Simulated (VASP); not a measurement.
Input of a VASP 6.6.1 run:

INCAR

```
ALGO = Normal ; EDIFF = 1E-7
ENCUT = 520 ; GGA = PE
ISIF = 2 ; ISMEAR = -1
ISPIN = 2 ; LASPH = True
LCHARG = False ; LMAXMIX = 4
LORBIT = 11 ; LREAL = False
LWAVE = False ; MAGMOM = 2 0
NBANDS = 18 ; NELM = 150
PREC = Accurate ; SIGMA = 0.05
```

The input KPOINTS:

```
k-points
0
Gamma
  10 10 10
```

Contents of POSCAR:

```
CoSi
1.0
    2.7813340000      0.0000000000      0.0000000000
    0.0000000000      2.7813340000      0.0000000000
    0.0000000000      0.0000000000      2.7813340000
Co Si
1 1
Direct
   -0.0101830000     -0.0111760000     -0.0001760000
    0.4927130000      0.5047100000      0.5109750000
```

Potentials or basis: VASP PAW PBE potentials, release 64 (Co, Si).

The run is started by

```console
$ cat potpaw_PBE.64/Co/POTCAR potpaw_PBE.64/Si/POTCAR > POTCAR
$ mpirun -np 1 vasp_std > vasp.out
```

**Question.** Estimate the largest force.

**Answer.** 0.274 eV/Å.

**Question.** Estimate the site moments.

**Answer.** Co +0.54; Si +0.01 μB.

Forces in eV/Å, atoms in the order of the input:
```
Co   0.041  0.221  0.156
Si  -0.041 -0.221 -0.156
```

Caveat: the cell differs from its parent crystal (atoms moved at random).
